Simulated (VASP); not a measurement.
Here is a VASP 6.6.1 calculation.

INCAR

```
SYSTEM = WS2
ALGO = Normal
EDIFF = 1E-7
ENCUT = 520
GGA = PE
ISIF = 2
ISMEAR = 0
ISPIN = 2
LASPH = .True.
LCHARG = .True.
LELF = .True.
LMAXMIX = 4
LORBIT = 11
LREAL = .False.
LVHAR = .True.
LWAVE = .False.
MAGMOM = 0.38 0 0
NBANDS = 24
NELM = 150
PREC = Accurate
SIGMA = 0.1
```

Contents of KPOINTS:

```
k-points
0
Gamma
  6 6 4
  0 0 0
```

File POSCAR:

```
WS2
1.0
    3.5079790182      0.0000000000      0.0000000000
    0.0000000000      3.5079790182      0.0000000000
    0.0000000000      0.0000000000      6.2801096617
W S
1 2
Direct
    0.0000000000      0.0000000000      0.0000000000
    0.5000000000      0.0000000000      0.2299786905
    0.0000000000      0.5000000000      0.7700213095
```

Potentials or basis: VASP PAW PBE potentials, release 64 (W_sv, S).

The run is started by

```bash
$ cat potpaw_PBE.64/W_sv/POTCAR potpaw_PBE.64/S/POTCAR > POTCAR
$ mpirun -np 1 vasp_std > vasp.out
```

(1) Estimate the net moment.

(2) Estimate the band gap on the k mesh.

(3) Predict the largest force.

Answers

(1) 0.00 μB per cell.

(2) zero (filled and empty bands overlap).

(3) 0.018 eV/Å.

Caveat: the cell differs from its parent crystal (atoms taken out); spin-orbit coupling is left out, which moves the levels of the heavy elements.
